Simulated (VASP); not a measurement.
Set up this calculation in VASP 6.6.1, as the native input.

```
Task                   : single point
Functional             : PBEsol
Potentials or basis    : VASP PAW PBE potentials, release 64 (Ta_pv)
Cutoff                 : 520 eV
k mesh                 : 14 × 14 × 14
Occupations            : fermi-dirac, width 0.1 eV
Spin                   : non-collinear spin, zero start, spin-orbit coupling
Starting moments       : [[0.0, 0.0, 0.0]] μB
Dipole correction      : no
Further INCAR settings : ALGO = Normal; EDIFF = 1e-06; NBANDS = 22
```

The structure of Ta lies in POSCAR:

```
Ta
1.0
   -1.6411899148      1.6411899148      1.6411899148
    1.6411899148     -1.6411899148      1.6411899148
    1.6411899148      1.6411899148     -1.6411899148
Ta
1
Direct
    0.0000000000      0.0000000000      0.0000000000
```

The input as run:

INCAR

```
  PREC = Accurate
  ENCUT = 520
  EDIFF = 1E-6
  ISMEAR = -1
  SIGMA = 0.1
  LREAL = F
  LASPH = T
  NELM = 150
  ALGO = Normal
  ISIF = 2
  LWAVE = F
  LCHARG = F
  MAGMOM = 0 0 0
  LORBIT = 11
  LSORBIT = T
  GGA_COMPAT = F
  LORBMOM = T
  LMAXMIX = 4
  GGA = PS
  NBANDS = 22
```

KPOINTS

```
regular mesh
0
Gamma
  14 14 14
```

Potentials or basis: VASP PAW PBE potentials, release 64 (Ta_pv).

The run is started by

```bash
$ cat potpaw_PBE.64/Ta_pv/POTCAR > POTCAR
$ mpirun -np 1 vasp_ncl > vasp.out
```

It gave:

```
Pressure                                              : 0.0 GPa
Net moment                                            : 0.00 μB per cell
Valence electrons inside the program's atomic spheres : Ta 8.98
```

Caveat: the PAW data sets were made with another functional, which shifts forces and pressure a little.

Wall time 29 s on 1 thread of Intel(R) Xeon(R) 6975P-C (Granite Rapids), on a shared host, peak memory 0.23 GiB.
